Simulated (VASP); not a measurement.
# InPd (Pm-3m) in VASP: a series of runs

Runs on InPd. Level: LDA. Tasks: single point, relaxation of cell and atoms.

Everything below comes from runs of VASP 6.6.1. Logs are shortened: lines on timing, memory, paths and dates and some standing lists are left out, and cuts for length are marked.

## Step 1: The cell of the first run

The structure is cubic, space group Pm-3m (No. 221). The conventional cell has a = 3.214 Å, b = 3.214 Å, c = 3.214 Å, α = 90.00°, β = 90.00°, γ = 90.00°. In (site symmetry m-3m) has 8 Pd at 2.78 Å and 6 In at 3.21 Å within 3.7 Å. Within 3.7 Å of Pd (site symmetry m-3m) lie 8 In at 2.78 Å and 6 Pd at 3.21 Å.

## Step 2: Single point, LDA

INCAR

```
ALGO = Normal
EDIFF = 1E-6
ENCUT = 520
GGA = CA
ISIF = 2
ISMEAR = 0
LASPH = True
LCHARG = False
LREAL = False
LWAVE = False
NBANDS = 18
NELM = 80
PREC = Accurate
SIGMA = 0.1
```

KPOINTS

```
k-points
0
Gamma
  14 14 14
```

POSCAR

```
InPd
1.0
    3.2139803296      0.0000000000      0.0000000000
    0.0000000000      3.2139803296      0.0000000000
    0.0000000000      0.0000000000      3.2139803296
In Pd
1 1
Direct
    0.0000000000      0.0000000000      0.0000000000
    0.5000000000      0.5000000000      0.5000000000
```

Potentials or basis: VASP PAW LDA potentials, release 64 (In_d, Pd).

Command:

```bash
$ cat potpaw_LDA.64/In_d/POTCAR potpaw_LDA.64/Pd/POTCAR > POTCAR
$ mpirun -np 1 vasp_std > vasp.out
```

OUTCAR:

```text
EDIFF = 1E-6
   ENCUT = 520
   GGA = CA
   ISIF = 2
   ISMEAR = 0
   LASPH = True
   LREAL = False
   NELM = 80
   PREC = Accurate

 ion  position               nearest neighbor table
   1  0.000  0.000  0.000-   2 2.78   2 2.78   2 2.78   2 2.78   2 2.78   2 2.78   2 2.78   2 2.78

   2  0.500  0.500  0.500-   1 2.78   1 2.78   1 2.78   1 2.78   1 2.78   1 2.78   1 2.78   1 2.78

  LATTYP: Found a simple cubic cell.
 ALAT       =     3.2139803296

  Lattice vectors:

 A1 = (   3.2139803296,   0.0000000000,   0.0000000000)
 A2 = (   0.0000000000,   3.2139803296,   0.0000000000)
 A3 = (   0.0000000000,   0.0000000000,   3.2139803296)

Analysis of symmetry for initial positions (statically):
=====================================================================
 Subroutine PRICEL returns:
 Original cell was already a primitive cell.

 Routine SETGRP: Setting up the symmetry group for a
 simple cubic supercell.

 Subroutine GETGRP returns: Found 48 space group operations
 (whereof 48 operations were pure point group operations)
 out of a pool of 48 trial point group operations.

The static configuration has the point symmetry O_h .

Analysis of symmetry for dynamics (positions and initial velocities):
=====================================================================
 Subroutine PRICEL returns:
 Original cell was already a primitive cell.

 Routine SETGRP: Setting up the symmetry group for a
 simple cubic supercell.

 Subroutine GETGRP returns: Found 48 space group operations
 (whereof 48 operations were pure point group operations)
 out of a pool of 48 trial point group operations.

The dynamic configuration has the point symmetry O_h .

 Subroutine INISYM returns: Found 48 space group operations
 (whereof 48 operations are pure point group operations),
 and found     1 'primitive' translations

----------------------------------------------------------------------------------------

                                     Primitive cell

  volume of cell :      33.1994

  direct lattice vectors                    reciprocal lattice vectors
     3.213980330  0.000000000  0.000000000     0.311140672  0.000000000  0.000000000
     0.000000000  3.213980330  0.000000000     0.000000000  0.311140672  0.000000000
     0.000000000  0.000000000  3.213980330     0.000000000  0.000000000  0.311140672

  length of vectors
     3.213980330  3.213980330  3.213980330     0.311140672  0.311140672  0.311140672

  position of ions in fractional coordinates (direct lattice)
[... 79 lines left out ...]
   EDIFF  = 0.1E-05   stopping-criterion for ELM
   LREAL  =      F    real-space projection
   EDIFFG = 0.1E-04   stopping-criterion for IOM
   NSW    =      0    number of steps for IOM
   IBRION =     -1    ionic relax: 0-MD 1-quasi-New 2-CG
   NFREE  =      0    steps in history (QN), initial steepest desc. (CG)
   ISIF   =      2    stress and relaxation
   ISYM   =      2    0-nonsym 1-usesym 2-fastsym
   POTIM  = 0.5000    time-step for ionic-motion
   TEBEG  =    0.0;   TEEND  =   0.0 temperature during run
   PSTRESS=    0.0 pullay stress
   NELECT =      23.0000    total number of electrons
   NUPDOWN=      -1.0000    fix difference up-down
   EMIN   =  10.00;   EMAX   =-10.00  energy-range for DOS
   EFERMI =   0.00;   METHOD = LEGACY
   ISMEAR =     0;   SIGMA  =   0.10  broadening in eV -4-tet -1-fermi 0-gaus
   EFERMI_NEDOS =   21; number of points for ismear=-14 and -15
   IALGO  =     38    algorithm
   IMIX   =      4    mixing-type and parameters
     AMIX     =   0.40;   BMIX     =  1.00
     AMIX_MAG =   1.60;   BMIX_MAG =  1.00
  volume/ion in A,a.u.               =      16.60       112.02
  Fermi-wavevector in a.u.,A,eV,Ry     =   1.448575  2.737409 28.550039  2.098369
  Thomas-Fermi vector in A             =   2.566400
   LORBIT       =      0    0 simple, 1 ext, 2 COOP (PROOUT), +10 PAW based schemes
   GGA     = CA    functional components
   LHFCALC =     F    Hartree Fock is set to
   AEXX    =    0.0000 exact exchange contribution
   IVDW    =     0    specifies the selected vdW correction
   LEPSILON=     F    determine dielectric tensor
   LRPA    =     F    only Hartree local field effects (RPA)
 non-spin polarized calculation
 Gauss-broadening in eV      SIGMA  =   0.10
  energy-cutoff  :      520.00
  volume of cell :       33.20
 maximum number of plane-waves:       916
 NGX is ok and might be reduce to    24
   NGX = 11   NGY = 11   NGZ = 11

 number of electron      22.9999994 magnetization

 Free energy of the ion-electron system (eV)
  ---------------------------------------------------
  ext. energy  EPLUGINS =         0.00000000
  ---------------------------------------------------
  free energy    TOTEN  =       -10.80240457 eV

  energy without entropy =      -10.79937259  energy(sigma->0) =      -10.80088858

 E-fermi :  11.1671     XC(G=0): -12.8428

 val. band max:       11.1409568200   @ k =   0.3571   0.2143   0.1429
 cond. band min:      11.2138380930   @ k =   0.5000   0.5000   0.4286
 fundamental gap:      0.0728812730
 Fermi energy:        11.1670844242

 k-point     1 :       0.0000    0.0000    0.0000
  band No.  band energies     occupation
      1      -3.9432      2.00000
      2      -3.9432      2.00000
      3      -3.4613      2.00000
      4      -3.4613      2.00000
      5      -3.4613      2.00000
      6       0.5244      2.00000
[... 481 lines left out ...]
      5      -3.5016      2.00000
      6       3.2042      2.00000
[... 10 lines left out ...]
     17      24.2841      0.00000
     18      24.8671      0.00000

 [... further k-points ...]

------------------------ aborting loop because EDIFF is reached ----------------------------------------

  FORCE on cell =-STRESS in cart. coord.  units (eV):
  Direction    XX          YY          ZZ          XY          YZ          ZX
  --------------------------------------------------------------------------------------
  -------------------------------------------------------------------------------------
  Total        0.1075363      0.1075363      0.1075363     -0.0000000      0.0000000     -0.0000000
  in kB        5.1896234      5.1896234      5.1896234     -0.0000000      0.0000000     -0.0000000
  external PRESSURE =       5.1896234 kB  Pullay stress =       0.0000000 kB

 VOLUME and BASIS-vectors are now :
 -----------------------------------------------------------------------------
  energy-cutoff  :      520.00
  volume of cell :       33.20
      direct lattice vectors                 reciprocal lattice vectors
     3.213980330  0.000000000  0.000000000     0.311140672  0.000000000  0.000000000
     0.000000000  3.213980330  0.000000000     0.000000000  0.311140672  0.000000000
     0.000000000  0.000000000  3.213980330     0.000000000  0.000000000  0.311140672

 POSITION                                       TOTAL-FORCE (eV/Angst)
 -----------------------------------------------------------------------------------
      0.00000      0.00000      0.00000         0.000000      0.000000      0.000000
      1.60699      1.60699      1.60699         0.000000      0.000000      0.000000
 -----------------------------------------------------------------------------------
    total drift:                                0.000000      0.000000     -0.000000

  FREE ENERGIE OF THE ION-ELECTRON SYSTEM (eV)
  ---------------------------------------------------
  free  energy   TOTEN  =       -10.8024045700 eV

  energy  without entropy=      -10.7993725890  energy(sigma->0) =      -10.80088858
```

Run time: 39 s. Hardware: 1 thread of Intel Xeon 8259CL, shared host; peak memory 0.19 GiB.

What came out:

| Property | Result |
| --- | --- |
| Free energy | -10.8024 eV |
| Pressure | 0.5 GPa |
| Band gap on the k mesh | zero (an odd number of electrons rules out a gap without spin polarisation) |

Levels at points of the mesh, in eV from the Fermi level:
```
           k point  band 10  band 11  band 12  band 13  band 14  band 15
(0.00, 0.00, 0.00)    -2.47    -2.47     4.15     4.15     4.15     9.91
(0.50, 0.00, 0.00)    -3.57    -2.57    -1.23     9.86     9.86    10.10
(0.50, 0.50, 0.00)    -2.62    -2.62    -1.84     1.60     2.55     9.62
(0.50, 0.50, 0.50)    -1.79    -0.10     3.81     3.81     3.81     4.54
```

Caveat: spin-orbit coupling is left out, which moves the levels of the heavy elements.

## Step 3: Relaxation of cell and atoms, LDA

This run uses another cell than the first one, of 17.51 Å³/atom.

INCAR

```
ALGO = Fast ; EDIFF = 1E-6
EDIFFG = -0.005 ; ENCUT = 600
GGA = CA ; IBRION = 2
ISIF = 3 ; ISMEAR = 0
LASPH = T ; LCHARG = F
LREAL = F ; LWAVE = F
NELM = 100 ; NSW = 100
PREC = Accurate ; SIGMA = 0.1
```

KPOINTS is that of step 2.

POSCAR

```
InPd
1.0
    3.2718847800      0.0000000000      0.0000000000
    0.0000000000      3.2718847800      0.0000000000
    0.0000000000      0.0000000000      3.2718847800
In Pd
1 1
Direct
    0.0000000000      0.0000000000      0.0000000000
    0.5000000000      0.5000000000      0.5000000000
```

Potentials or basis: VASP PAW LDA potentials, release 64 (In_d, Pd).

Command:

```bash
$ cat potpaw_LDA.64/In_d/POTCAR potpaw_LDA.64/Pd/POTCAR > POTCAR
$ mpirun -np 1 vasp_std > vasp.out
```

OUTCAR:

```text
EDIFF = 1E-6
   EDIFFG = -0.005
   ENCUT = 600
   GGA = CA
   IBRION = 2
   ISIF = 3
   ISMEAR = 0
   LASPH = T
   LREAL = F
   NELM = 100
   NSW = 100
   PREC = Accurate

 ion  position               nearest neighbor table
   1  0.000  0.000  0.000-   2 2.83   2 2.83   2 2.83   2 2.83   2 2.83   2 2.83   2 2.83   2 2.83

   2  0.500  0.500  0.500-   1 2.83   1 2.83   1 2.83   1 2.83   1 2.83   1 2.83   1 2.83   1 2.83

  LATTYP: Found a simple cubic cell.
 ALAT       =     3.2718847800

  Lattice vectors:

 A1 = (   3.2718847800,   0.0000000000,   0.0000000000)
 A2 = (   0.0000000000,   3.2718847800,   0.0000000000)
 A3 = (   0.0000000000,   0.0000000000,   3.2718847800)

Analysis of symmetry for initial positions (statically):
=====================================================================
 Subroutine PRICEL returns:
 Original cell was already a primitive cell.

 Routine SETGRP: Setting up the symmetry group for a
 simple cubic supercell.

 Subroutine GETGRP returns: Found 48 space group operations
 (whereof 48 operations were pure point group operations)
 out of a pool of 48 trial point group operations.

The static configuration has the point symmetry O_h .

Analysis of symmetry for dynamics (positions and initial velocities):
=====================================================================
 Subroutine PRICEL returns:
 Original cell was already a primitive cell.

[... 344 lines left out ...]
  ext. energy  EPLUGINS =         0.00000000
  ---------------------------------------------------
  free energy    TOTEN  =       -10.80316004 eV

  energy without entropy =      -10.80008010  energy(sigma->0) =      -10.80162007

 E-fermi :  11.1008     XC(G=0): -12.8210

 val. band max:       11.0752431831   @ k =   0.3571   0.2143   0.1429
 cond. band min:      11.1337831918   @ k =   0.5000   0.5000   0.4286
 fundamental gap:      0.0585400086
 Fermi energy:        11.1008155367

 k-point     1 :       0.0000    0.0000    0.0000
  band No.  band energies     occupation
      1      -3.9940      2.00000
      2      -3.9940      2.00000
      3      -3.5174      2.00000
      4      -3.5174      2.00000
      5      -3.5174      2.00000
      6       0.4941      2.00000
      7       6.9785      2.00000
      8       6.9785      2.00000
      9       8.6426      2.00000
     10       8.6426      2.00000
     11       8.6426      2.00000
     12      15.2455      0.00000
     13      15.2455      0.00000
     14      15.2455      0.00000
[... 401 lines left out ...]
      2      -3.7266      2.00000
      3      -3.6314      2.00000
      4      -3.5704      2.00000
      5      -3.5573      2.00000
      6       3.1649      2.00000
      7       6.4085      2.00000
      8       7.2820      2.00000
      9       7.7601      2.00000
     10       7.8889      2.00000
     11       8.4111      2.00000
     12      10.6812      2.00000
     13      14.7717      0.00000
     14      19.2725      0.00000
     15      19.4163      0.00000

 [... further k-points ...]

------------------------ aborting loop because EDIFF is reached ----------------------------------------

  FORCE on cell =-STRESS in cart. coord.  units (eV):
  Direction    XX          YY          ZZ          XY          YZ          ZX
  --------------------------------------------------------------------------------------
  -------------------------------------------------------------------------------------
  Total       -0.0032211     -0.0032211     -0.0032211     -0.0000000      0.0000000     -0.0000000
  in kB       -0.1548567     -0.1548567     -0.1548567     -0.0000000      0.0000000     -0.0000000
  external PRESSURE =      -0.1548567 kB  Pullay stress =       0.0000000 kB
[... 17 lines left out ...]
  FREE ENERGIE OF THE ION-ELECTRON SYSTEM (eV)
  ---------------------------------------------------
  free  energy   TOTEN  =       -10.8031600382 eV

  energy  without entropy=      -10.8000800964  energy(sigma->0) =      -10.80162007

 reached required accuracy - stopping structural energy minimisation
```

Wall time 8 min (1 thread of Intel Xeon 8259CL, shared host); peak memory 0.23 GiB.

Results:

```yaml
Free_energy: -10.8032 eV
Relaxed_volume: 16.66 Å³/atom
Relaxed_cell: a = 3.218 Å, b = 3.218 Å, c = 3.218 Å, α = 90.00°, β = 90.00°, γ = 90.00°
Space_group_after_relaxing_to_0.1_Å: Pm-3m (No. 221)
Energy_gained_by_relaxing: 18.4 meV/atom
Ionic_steps: 11
Pressure_after_relaxing: 0.0 GPa
Band_gap_on_the_k_mesh: zero (an odd number of electrons rules out a gap without spin polarisation)
```

The path:
| step | energy change (eV) | largest force (eV/Å) | pressure (GPa) | volume (Å³) |
| --- | --- | --- | --- | --- |
| 1 | 0.0000 | 0.0000 | -6.56 | 35.03 |
| 2 | 0.0159 | 0.0000 | 9.87 | 31.52 |
| 3 | -0.0368 | 0.0000 | 0.09 | 33.35 |
| 4 | -0.0367 | 0.0000 | -0.30 | 33.38 |
| 5 | -0.0367 | 0.0000 | -0.26 | 33.38 |
| 6 | -0.0368 | 0.0000 | -0.16 | 33.36 |
| 7 | -0.0368 | 0.0000 | -0.16 | 33.36 |
| 8 | -0.0368 | 0.0000 | -0.16 | 33.36 |
| 9 | -0.0368 | 0.0000 | -0.14 | 33.35 |
| 10 | -0.0368 | 0.0000 | -0.07 | 33.34 |
| 11 | -0.0368 | 0.0000 | -0.02 | 33.33 |

Final structure:
```
CELL_PARAMETERS angstrom
3.21806 0.00000 0.00000
0.00000 3.21806 0.00000
0.00000 0.00000 3.21806
ATOMIC_POSITIONS crystal
In 0.00000 0.00000 0.00000
Pd 0.50000 0.50000 0.50000
```

Caveat: spin-orbit coupling is left out, which moves the levels of the heavy elements.
